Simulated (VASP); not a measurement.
Runs of VASP 6.6.1 on Ba. The structure is that of space group Im-3m (No. 229), or close to it. The cells are those of the table. 

```tsv
task	cell	gap on the mesh (eV)	pressure (GPa)	largest force (eV/Å)
electric field gradients	a = 4.297, b = 4.297, c = 7.045 Å, angles 90.0, 90.0, 70.0°, 2 atoms	none	-0.3	0.02
single point	a = 4.472, b = 4.472, c = 7.331 Å, angles 90.0, 90.0, 70.0°, 2 atoms	none	-1.2	0.02
electric field gradients	a = 4.342, b = 4.342, c = 7.117 Å, angles 90.0, 90.0, 70.0°, 2 atoms	none	-0.6	0.02
single point	a = 4.429, b = 4.429, c = 7.261 Å, angles 90.0, 90.0, 70.0°, 2 atoms	none	(a)	0.02
single point	a = 4.297, b = 4.297, c = 7.045 Å, angles 90.0, 90.0, 70.0°, 2 atoms	none	-0.3	0.02
single point	a = 4.342, b = 4.342, c = 7.117 Å, angles 90.0, 90.0, 70.0°, 2 atoms	none	-0.6	0.02
```

Alike in all rows: level PBEsol; potentials or basis VASP PAW PBE potentials, release 64 (Ba_sv); no spin polarisation; k mesh 9 × 9 × 5; cutoff (eV) 520; smearing fermi-dirac 0.03 eV.

Task: Fill in the values left out.

Result: (a) -1.0.

Caveats: the PAW data sets were made with another functional, which shifts forces and pressure a little; spin-orbit coupling is left out, which moves the levels of the heavy elements.

A k mesh can miss the band edges, and the runs leave out spin-orbit coupling on Ba.

A gap of «none» marks levels without a gap at the run's occupations.
